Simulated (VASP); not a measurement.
Be4Se3:

```
CELL_PARAMETERS angstrom
5.20813 0.00000 0.00000
-2.60407 4.51037 0.00000
0.00000 0.00000 4.85860
ATOMIC_POSITIONS crystal
Be 0.33333 0.66667 0.79125
Be 0.66667 0.33333 0.79125
Be 0.66667 0.33333 0.20875
Be 0.33333 0.66667 0.20875
Se 0.50000 0.00000 0.50000
Se 0.00000 0.50000 0.50000
Se 0.50000 0.50000 0.50000
```

The cell was generated, and may not be a known phase.

```yaml
Program: VASP 6.6.1
Task: relaxation of cell and atoms
Functional: PBE
Potentials_or_basis: VASP PAW PBE potentials, release 64 (Be, Se)
Cutoff: 600 eV
k_mesh: 4 × 4 × 4
Occupations: gaussian, width 0.2 eV
Spin: no spin polarisation
```

At the start: pressure 41.1 GPa; volume 16.30 Å³/atom.

Problem. Where does the relaxation end?

Solution. Over 17 steps the energy falls by 1122.3 meV/atom and the volume is 25.33 Å³/atom (+55.4 %); space group P6/mmm (No. 191, to 0.1 Å) before and after.

Step by step:
```csv
step,energy change (eV),largest force (eV/Å),pressure (GPa),volume (Å³)
1,0.0000,2.5516,41.08,114.13
2,-5.5384,1.8067,-3.59,197.41
3,-5.9362,1.2213,1.11,169.69
4,-5.9401,1.3413,0.08,174.01
5,-5.9422,1.3048,0.38,172.65
6,-6.4186,1.0449,-0.23,176.00
7,-7.3755,0.1290,-1.17,184.89
8,-3.8856,7.2008,1.00,196.48
9,-7.4206,0.5379,-1.64,186.16
10,-7.5809,0.9739,-2.46,192.28
11,-7.6551,0.2921,-2.04,188.84
12,-7.7261,0.1956,-2.33,190.64
13,-7.7243,0.0490,-2.27,190.22
14,-7.7633,0.7466,1.33,172.13
15,-7.8346,0.3863,-0.43,179.80
16,-7.8517,0.1839,0.17,176.28
17,-7.8558,0.0035,-0.02,177.33
```

Final structure:
```cif
data_structure
_symmetry_space_group_name_H-M 'P 1'
_symmetry_Int_Tables_number 1
_cell_length_a 6.8614
_cell_length_b 6.8614
_cell_length_c 4.3493
_cell_angle_alpha 90.000
_cell_angle_beta 90.000
_cell_angle_gamma 120.000
_cell_volume 177.33
loop_
_atom_site_label
_atom_site_type_symbol
_atom_site_fract_x
_atom_site_fract_y
_atom_site_fract_z
_atom_site_occupancy
Be1 Be 0.33333 0.66667 0.75487 1
Be2 Be 0.66667 0.33333 0.75487 1
Be3 Be 0.66667 0.33333 0.24513 1
Be4 Be 0.33333 0.66667 0.24513 1
Se1 Se 0.50000 0.00000 0.50000 1
Se2 Se 0.00000 0.50000 0.50000 1
Se3 Se 0.50000 0.50000 0.50000 1
```

Caveat: the volume moved by over 15 % at a fixed basis, so the end points are rough.
